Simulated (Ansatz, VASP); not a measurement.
**Two plane-wave programs on Nb3C**

```
Nb C
1.0
     5.35581    0.00000    0.00000
    -2.67791    4.63827    0.00000
     0.00000    0.00000    4.74144
Nb C
6 2
Direct
  0.33676 0.16838 0.75000
  0.83162 0.66324 0.75000
  0.16838 0.83162 0.25000
  0.66324 0.83162 0.25000
  0.16838 0.33676 0.25000
  0.83162 0.16838 0.75000
  0.66667 0.33333 0.25000
  0.33333 0.66667 0.75000
```

Change from the starting cell: species swapped into the Pm3Al type (P6_3/mmc, No. 194).

Alike in both runs: functional PBE; k mesh 12 × 12 × 8; occupations gaussian, width 0.1 eV; no spin polarisation.

Ansatz relaxed the structure, and its values are those at the end. VASP's run is a single point on that final structure, the one shown.

```csv
,VASP,Ansatz
version,VASP 6.6.1,Ansatz 0.2.0
potentials or method,"VASP PAW PBE potentials, release 64 (Nb_sv, C), cutoff 520 eV","scalar-relativistic, plane waves, PAW"
valence electrons in the cell,86,86
```

```csv
,VASP,Ansatz,Ansatz less VASP
gap on the k mesh at the Fermi level (eV),none,none,-
pressure (GPa),-0.2,0.0,+0.26
rms of the force components (eV/Å),0.005,0.000,-0.0047
```

A gap of «none» marks a metal or a gap that the smearing closes. The functional is the same, so the differences come from potentials, cutoffs and numerics.
